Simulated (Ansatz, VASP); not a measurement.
## One calculation of RbGeF3, two programs

```
CELL_PARAMETERS angstrom
4.42436 0.08849 0.00000
0.08849 4.42436 0.00000
0.00000 0.00000 4.42436
ATOMIC_POSITIONS crystal
Rb 0.00000 0.00000 0.00000
Ge 0.50000 0.50000 0.50000
F 0.50000 0.50000 0.00000
F 0.50000 0.00000 0.50000
F 0.00000 0.50000 0.50000
```

Change from the starting cell: shear_xy strain +4.0%.

Alike in both runs: task single point; functional r2SCAN; k mesh 6 × 6 × 6; no spin polarisation.

```csv
,VASP,Ansatz
version,VASP 6.6.1,Ansatz 0.2.0
potentials or method,"VASP PAW PBE potentials, release 64 (Rb_sv, Ge_d, F)","plane waves, PAW"
plane-wave cutoff (eV),520,500
occupations,"gaussian, width 0.01 eV",fixed
valence electrons in the cell,44,44
```

|  | VASP | Ansatz | Ansatz less VASP |
| --- | --- | --- | --- |
| gap on the k mesh at the Fermi level (eV) | 1.91 | 1.92 | +0.007 |
| pressure (GPa) | -0.1 | 0.0 | +0.14 |
| traceless stress, the component that is largest in VASP (GPa) | -0.67 | -0.66 | +0.007 |

VASP's potentials were made for PBE, not for r2SCAN.
